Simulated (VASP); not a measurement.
A run of VASP 6.6.1 is set up as follows.

File INCAR:

```
SYSTEM = SrO
ALGO     = Normal         ! electronic algorithm
EDIFF    = 1E-7           ! SCF threshold, eV
ENCUT    = 520            ! plane-wave cutoff, eV
GGA      = PE             ! functional
ISIF     = 2              ! what is computed and relaxed
ISMEAR   = -1             ! smearing method
LASPH    = .TRUE.         ! aspherical terms in the spheres
LCHARG   = .TRUE.         ! write CHGCAR
LELF     = .TRUE.         ! ELF
LREAL    = .FALSE.        ! projectors in reciprocal space
LVHAR    = .TRUE.       
LWAVE    = .FALSE.        ! write WAVECAR
NBANDS   = 15             ! bands
NELM     = 60             ! most SCF steps
PREC     = Accurate       ! precision mode
SIGMA    = 0.05           ! smearing width, eV
```

KPOINTS

```
k-points
0
G
  9 9 9
  0 0 0
```

File POSCAR:

```
SrO
1.0
    0.0000000000      2.5783694389      2.5783694389
    2.5783694389      0.0000000000      2.5783694389
    2.5783694389      2.5783694389      0.0000000000
Sr O
1 1
Direct
    0.5000000000      0.5000000000      0.5000000000
    0.0000000000      0.0000000000      0.0000000000
```

Potentials or basis: VASP PAW PBE potentials, release 64 (Sr_sv, O).

Command:

```sh
$ cat potpaw_PBE.64/Sr_sv/POTCAR potpaw_PBE.64/O/POTCAR > POTCAR
$ mpirun -np 1 vasp_std > vasp.out
```

Task: Predict the band gap on the k mesh.

Result: 3.33 eV, indirect (least direct gap 3.43 eV).

Task: What does it give for the pressure?

Result: 2.5 GPa.

A k mesh can miss the band edges. PBE gaps usually lie below the measured ones, often by a third to a half.
